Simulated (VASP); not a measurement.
# AlRu (Pm-3m) in VASP: notebook

The runs below take AlRu through single point, with r2SCAN.

All numbers are computed with VASP 6.6.1; they aren't measurements. Logs are shortened: lines on timing, memory, paths and dates and some standing lists are left out, and cuts for length are marked.

### Step 1. The cell of the first run

Symmetry: Pm-3m, No. 221, cubic system. The conventional cell has a = 2.931 Å, b = 2.931 Å, c = 2.931 Å, α = 90.00°, β = 90.00°, γ = 90.00°. Ru (site symmetry m-3m) has 8 Al at 2.54 Å and 6 Ru at 2.93 Å within 3.3 Å. Within 3.3 Å of Al (site symmetry m-3m) lie 8 Ru at 2.54 Å and 6 Al at 2.93 Å.

### Step 2. Single point, r2SCAN (12.58 Å³/atom)

Input file POSCAR:

```
AlRu
1.0
    2.9305298028      0.0000000000      0.0000000000
    0.0000000000      2.9305298028      0.0000000000
    0.0000000000      0.0000000000      2.9305298028
Ru Al
1 1
Direct
    0.5000000000      0.5000000000      0.5000000000
    0.0000000000      0.0000000000      0.0000000000
```

Input file INCAR.step1:

```
SYSTEM = AlRu
PREC = Accurate
ENCUT = 550
ISMEAR = -1
SIGMA = 0.05
LREAL = .False.
LASPH = .True.
NELM = 120
NBANDS = 16
GGA = PE
ALGO = Normal
EDIFF = 1E-5
LWAVE = .True.
LCHARG = .False.
GGA_COMPAT = .False.
```

Input file INCAR.step2:

```
SYSTEM = AlRu
PREC = Accurate
ENCUT = 550
EDIFF = 1E-6
ISMEAR = -1
SIGMA = 0.05
LREAL = .False.
LASPH = .True.
NELM = 120
ALGO = Normal
ISIF = 2
LWAVE = .False.
LCHARG = .False.
METAGGA = R2SCAN
LMIXTAU = .True.
NBANDS = 16
ISTART = 1
GGA_COMPAT = .False.
```

Input file KPOINTS:

```
regular mesh
0
Gamma
  9 9 9
  0 0 0
```

Potentials or basis: VASP PAW PBE potentials, release 64 (Ru_pv, Al).

Launch:

```console
> cat potpaw_PBE.64/Ru_pv/POTCAR potpaw_PBE.64/Al/POTCAR > POTCAR
> cp INCAR.step1 INCAR
> mpirun -np 1 vasp_std > vasp.out
> cp INCAR.step2 INCAR
> mpirun -np 1 vasp_std > vasp.out
```

OUTCAR:

```text
SYSTEM = AlRu
   PREC = Accurate
   ENCUT = 550
   EDIFF = 1E-6
   ISMEAR = -1
   LREAL = .False.
   LASPH = .True.
   NELM = 120
   ISIF = 2
   METAGGA = R2SCAN
   ISTART = 1

 ion  position               nearest neighbor table
   1  0.500  0.500  0.500-   2 2.54   2 2.54   2 2.54   2 2.54   2 2.54   2 2.54   2 2.54   2 2.54

   2  0.000  0.000  0.000-   1 2.54   1 2.54   1 2.54   1 2.54   1 2.54   1 2.54   1 2.54   1 2.54

  LATTYP: Found a simple cubic cell.
 ALAT       =     2.9305298028

  Lattice vectors:

 A1 = (   2.9305298028,   0.0000000000,   0.0000000000)
 A2 = (   0.0000000000,   2.9305298028,   0.0000000000)
 A3 = (   0.0000000000,   0.0000000000,   2.9305298028)

Analysis of symmetry for initial positions (statically):
=====================================================================
 Subroutine PRICEL returns:
 Original cell was already a primitive cell.

 Routine SETGRP: Setting up the symmetry group for a
 simple cubic supercell.

 Subroutine GETGRP returns: Found 48 space group operations
 (whereof 48 operations were pure point group operations)
 out of a pool of 48 trial point group operations.

The static configuration has the point symmetry O_h .

Analysis of symmetry for dynamics (positions and initial velocities):
=====================================================================
 Subroutine PRICEL returns:
 Original cell was already a primitive cell.

 Routine SETGRP: Setting up the symmetry group for a
 simple cubic supercell.

 Subroutine GETGRP returns: Found 48 space group operations
 (whereof 48 operations were pure point group operations)
 out of a pool of 48 trial point group operations.

The dynamic configuration has the point symmetry O_h .

 Subroutine INISYM returns: Found 48 space group operations
 (whereof 48 operations are pure point group operations),
 and found     1 'primitive' translations

----------------------------------------------------------------------------------------

                                     Primitive cell

  volume of cell :      25.1674

  direct lattice vectors                    reciprocal lattice vectors
     2.930529803  0.000000000  0.000000000     0.341235226  0.000000000  0.000000000
     0.000000000  2.930529803  0.000000000     0.000000000  0.341235226  0.000000000
     0.000000000  0.000000000  2.930529803     0.000000000  0.000000000  0.341235226

  length of vectors
     2.930529803  2.930529803  2.930529803     0.341235226  0.341235226  0.341235226

  position of ions in fractional coordinates (direct lattice)
     0.500000000  0.500000000  0.500000000
     0.000000000  0.000000000  0.000000000

  ion indices of the primitive-cell ions
   primitive index   ion index
                 1           1
                 2           2

----------------------------------------------------------------------------------------

 KPOINTS: regular mesh

Automatic generation of k-mesh.
 Grid dimensions read from file:
 generate k-points for:    9    9    9

 Generating k-lattice:

  Cartesian coordinates                     Fractional coordinates (reciprocal lattice)
     0.037915025  0.000000000  0.000000000     0.111111111  0.000000000  0.000000000
     0.000000000  0.037915025  0.000000000     0.000000000  0.111111111  0.000000000
     0.000000000  0.000000000  0.037915025     0.000000000  0.000000000  0.111111111

  Length of vectors
     0.037915025  0.037915025  0.037915025

  Shift w.r.t. Gamma in fractional coordinates (k-lattice)
     0.000000000  0.000000000  0.000000000

 Subroutine IBZKPT returns following result:
 ===========================================

 Found     35 irreducible k-points:

 Following reciprocal coordinates:
            Coordinates               Weight
  0.000000  0.000000  0.000000      1.000000
  0.111111  0.000000  0.000000      6.000000
  0.222222  0.000000  0.000000      6.000000
  0.333333  0.000000  0.000000      6.000000
  0.444444  0.000000  0.000000      6.000000
  0.111111  0.111111  0.000000     12.000000
[... 16 lines left out ...]
  0.333333  0.333333  0.111111     24.000000
  0.444444  0.333333  0.111111     48.000000
 [... further k-points ...]
   k-points           NKPTS =     35   k-points in BZ     NKDIM =     35   number of bands    NBANDS=     16
   number of dos      NEDOS =    301   number of ions     NIONS =      2
   total plane-waves  NPLWV =  13824
   dimension x,y,z NGX =    24 NGY =   24 NGZ =   24
   dimension x,y,z NGXF=    48 NGYF=   48 NGZF=   48
   ions per type =               1   1
   NGX,Y,Z   is equivalent  to a cutoff of  13.61, 13.61, 13.61 a.u.
   NGXF,Y,Z  is equivalent  to a cutoff of  27.23, 27.23, 27.23 a.u.
 SYSTEM =  AlRu
   PREC   = accura    normal or accurate (medium, high low for compatibility)
   ISTART =      1    job   : 0-new  1-cont  2-samecut
   ICHARG =      0    charge: 1-file 2-atom 10-const
   ISPIN  =      1    spin polarized calculation?
   LNONCOLLINEAR =      F non collinear calculations
   LSORBIT =      F    spin-orbit coupling
   LASPH  =      T    aspherical Exc in radial PAW
   ENCUT  =  550.0 eV  40.42 Ry    6.36 a.u.   5.60  5.60  5.60*2*pi/ulx,y,z
   NELM   =    120;   NELMIN=  2; NELMDL=  0     # of ELM steps
   EDIFF  = 0.1E-05   stopping-criterion for ELM
   LREAL  =      F    real-space projection
   EDIFFG = 0.1E-04   stopping-criterion for IOM
   NSW    =      0    number of steps for IOM
   IBRION =     -1    ionic relax: 0-MD 1-quasi-New 2-CG
   NFREE  =      0    steps in history (QN), initial steepest desc. (CG)
   ISIF   =      2    stress and relaxation
   ISYM   =      2    0-nonsym 1-usesym 2-fastsym
   POTIM  = 0.5000    time-step for ionic-motion
   TEBEG  =    0.0;   TEEND  =   0.0 temperature during run
   PSTRESS=    0.0 pullay stress
   NELECT =      17.0000    total number of electrons
   NUPDOWN=      -1.0000    fix difference up-down
   EMIN   =  10.00;   EMAX   =-10.00  energy-range for DOS
   EFERMI =   0.00;   METHOD = LEGACY
   ISMEAR =    -1;   SIGMA  =   0.05  broadening in eV -4-tet -1-fermi 0-gaus
   EFERMI_NEDOS =   21; number of points for ismear=-14 and -15
   IALGO  =     38    algorithm
   IMIX   =      4    mixing-type and parameters
     AMIX     =   0.40;   BMIX     =  1.00
     AMIX_MAG =   1.60;   BMIX_MAG =  1.00
  volume/ion in A,a.u.               =      12.58        84.92
  Fermi-wavevector in a.u.,A,eV,Ry     =   1.436410  2.714421 28.072531  2.063273
  Thomas-Fermi vector in A             =   2.555601
   LORBIT       =      0    0 simple, 1 ext, 2 COOP (PROOUT), +10 PAW based schemes
   METAGGA = R2SCAN    functional components
   LHFCALC =     F    Hartree Fock is set to
   AEXX    =    0.0000 exact exchange contribution
   IVDW    =     0    specifies the selected vdW correction
   LEPSILON=     F    determine dielectric tensor
   LRPA    =     F    only Hartree local field effects (RPA)
 non-spin polarized calculation
  energy-cutoff  :      550.00
  volume of cell :       25.17
 maximum number of plane-waves:       748
 NGX is ok and might be reduce to    24
   NGX = 11   NGY = 11   NGZ = 11

 number of electron      17.0000003 magnetization

 Free energy of the ion-electron system (eV)
  ---------------------------------------------------
  ext. energy  EPLUGINS =         0.00000000
  ---------------------------------------------------
  free energy    TOTEN  =       -33.55341840 eV

  energy without entropy =      -33.53878346  energy(sigma->0) =      -33.54610093

 E-fermi :  11.3663     XC(G=0): -13.9708

 val. band max:       11.3567572717   @ k =   0.4444   0.1111   0.1111
 cond. band min:      11.4375379677   @ k =   0.1111   0.1111   0.0000
 fundamental gap:      0.0807806959
 Fermi energy:        11.3662620162

 k-point     1 :       0.0000    0.0000    0.0000
  band No.  band energies     occupation
      1     -31.6601      2.00000
      2     -31.6601      2.00000
      3     -31.6601      2.00000
      4       0.9188      2.00000
      5       7.3939      2.00000
      6       7.3939      2.00000
[... 8 lines left out ...]
     15      23.3162      0.00000
     16      29.1967      0.00000

 k-point     2 :       0.1111    0.0000    0.0000
  band No.  band energies     occupation
      1     -31.6947      2.00000
      2     -31.6571      2.00000
      3     -31.6571      2.00000
      4       1.1828      2.00000
      5       7.4866      2.00000
      6       7.4908      2.00000
[... 8 lines left out ...]
     15      24.2245      0.00000
     16      29.9523      0.00000

 k-point     3 :       0.2222    0.0000    0.0000
  band No.  band energies     occupation
      1     -31.7817      2.00000
      2     -31.6497      2.00000
      3     -31.6497      2.00000
      4       1.9412      2.00000
      5       7.5867      2.00000
      6       7.7512      2.00000
[... 8 lines left out ...]
     15      25.3967      0.00000
     16      30.0697      0.00000

 k-point     4 :       0.3333    0.0000    0.0000
  band No.  band energies     occupation
      1     -31.8794      2.00000
      2     -31.6411      2.00000
      3     -31.6411      2.00000
      4       3.1006      2.00000
      5       7.2059      2.00000
      6       8.0787      2.00000
[... 8 lines left out ...]
     15      26.0435      0.00000
     16      28.0312      0.00000
[... 324 lines left out ...]
 k-point    22 :       0.4444    0.2222    0.1111
  band No.  band energies     occupation
      1     -31.9222      2.00000
      2     -31.7480      2.00000
      3     -31.6574      2.00000
      4       5.0840      2.00000
      5       6.5610      2.00000
      6       8.6313      2.00000
[... 8 lines left out ...]
     15      24.4191      0.00000
     16      26.8407      0.00000

 k-point    23 :       0.3333    0.3333    0.1111
  band No.  band energies     occupation
      1     -31.8515      2.00000
      2     -31.8458      2.00000
      3     -31.6543      2.00000
      4       4.6614      2.00000
      5       7.3233      2.00000
      6       8.6455      2.00000
[... 8 lines left out ...]
     15      26.2669      0.00000
     16      27.2666      0.00000

 k-point    24 :       0.4444    0.3333    0.1111
  band No.  band energies     occupation
      1     -31.9093      2.00000
      2     -31.8408      2.00000
      3     -31.6484      2.00000
      4       5.0646      2.00000
      5       7.2641      2.00000
      6       8.5976      2.00000
[... 8 lines left out ...]
     15      25.8015      0.00000
     16      26.3257      0.00000

 [... further k-points ...]

------------------------ aborting loop because EDIFF is reached ----------------------------------------

  FORCE on cell =-STRESS in cart. coord.  units (eV):
  Direction    XX          YY          ZZ          XY          YZ          ZX
  --------------------------------------------------------------------------------------
  -------------------------------------------------------------------------------------
  Total        2.0844422      2.0844422      2.0844422      0.0000000      0.0000000     -0.0000000
  in kB      132.6972793    132.6972793    132.6972793      0.0000000      0.0000000     -0.0000000
  external PRESSURE =     132.6972793 kB  Pullay stress =       0.0000000 kB

 VOLUME and BASIS-vectors are now :
 -----------------------------------------------------------------------------
  energy-cutoff  :      550.00
  volume of cell :       25.17
      direct lattice vectors                 reciprocal lattice vectors
     2.930529803  0.000000000  0.000000000     0.341235226  0.000000000  0.000000000
     0.000000000  2.930529803  0.000000000     0.000000000  0.341235226  0.000000000
     0.000000000  0.000000000  2.930529803     0.000000000  0.000000000  0.341235226

 POSITION                                       TOTAL-FORCE (eV/Angst)
 -----------------------------------------------------------------------------------
      1.46526      1.46526      1.46526         0.000000      0.000000      0.000000
      0.00000      0.00000      0.00000         0.000000      0.000000      0.000000
 -----------------------------------------------------------------------------------
    total drift:                                0.000000     -0.000000     -0.000000

  FREE ENERGIE OF THE ION-ELECTRON SYSTEM (eV)
  ---------------------------------------------------
  free  energy   TOTEN  =       -33.5534184029 eV

  energy  without entropy=      -33.5387834622  energy(sigma->0) =      -33.54610093
```

Run time: 74 s. Hardware: 1 thread of Intel Xeon 8259CL, shared host; peak memory 0.15 GiB.

What came out:

| Quantity | Value |
| --- | --- |
| Free energy | -33.5534 eV |
| Pressure | 13.3 GPa |
| Band gap on the k mesh | zero (an odd number of electrons rules out a gap without spin polarisation) |

Caveat: the cell stands under pressure; the PAW data sets were made with another functional, which shifts forces and pressure a little.

### Step 3. Single point, r2SCAN (12.85 Å³/atom)

This run uses another cell than the first one, of 12.85 Å³/atom.

Input file POSCAR:

```
AlRu
1.0
    2.9511680166      0.0000000000      0.0000000000
    0.0000000000      2.9511680166      0.0000000000
    0.0000000000      0.0000000000      2.9511680166
Ru Al
1 1
Direct
    0.5000000000      0.5000000000      0.5000000000
    0.0000000000      0.0000000000      0.0000000000
```

Input file INCAR.step1:

```
ALGO = Normal
EDIFF = 1E-5
ENCUT = 550
GGA = PE
GGA_COMPAT = F
ISMEAR = -1
LASPH = T
LCHARG = F
LREAL = F
LWAVE = T
NBANDS = 16
NELM = 120
PREC = Accurate
SIGMA = 0.05
```

Input file INCAR.step2:

```
ALGO = Normal
EDIFF = 1E-6
ENCUT = 550
GGA_COMPAT = F
ISIF = 2
ISMEAR = -1
ISTART = 1
LASPH = T
LCHARG = F
LMIXTAU = T
LREAL = F
LWAVE = F
METAGGA = R2SCAN
NBANDS = 16
NELM = 120
PREC = Accurate
SIGMA = 0.05
```

Input file KPOINTS:

```
k-points
0
Gamma
  9 9 9
```

Potentials or basis: VASP PAW PBE potentials, release 64 (Ru_pv, Al).

Launch:

```console
> cat potpaw_PBE.64/Ru_pv/POTCAR potpaw_PBE.64/Al/POTCAR > POTCAR
> cp INCAR.step1 INCAR
> mpirun -np 1 vasp_std > vasp.out
> cp INCAR.step2 INCAR
> mpirun -np 1 vasp_std > vasp.out
```

Run time: 70 s. Hardware: 1 thread of Intel Xeon 8259CL, shared host; peak memory 0.15 GiB.

Results (log left out):

```yaml
Free_energy: -33.5884 eV
Pressure: 7.6 GPa
Band_gap_on_the_k_mesh: zero (an odd number of electrons rules out a gap without spin polarisation)
```

Levels at points of the mesh, in eV from the Fermi level:
```tsv
k point	band 5	band 6	band 7	band 8	band 9	band 10	band 11	band 12	band 13	band 14
(0.00, 0.00, 0.00)	-3.84	-3.84	0.26	0.26	0.26	6.82	6.82	6.82	10.42	11.81
```

Caveat: the cell stands under pressure; the PAW data sets were made with another functional, which shifts forces and pressure a little.

(Part 1 of 2 ends here.)

The gap in the log of VASP goes by the Fermi energy; the results here count the filled bands.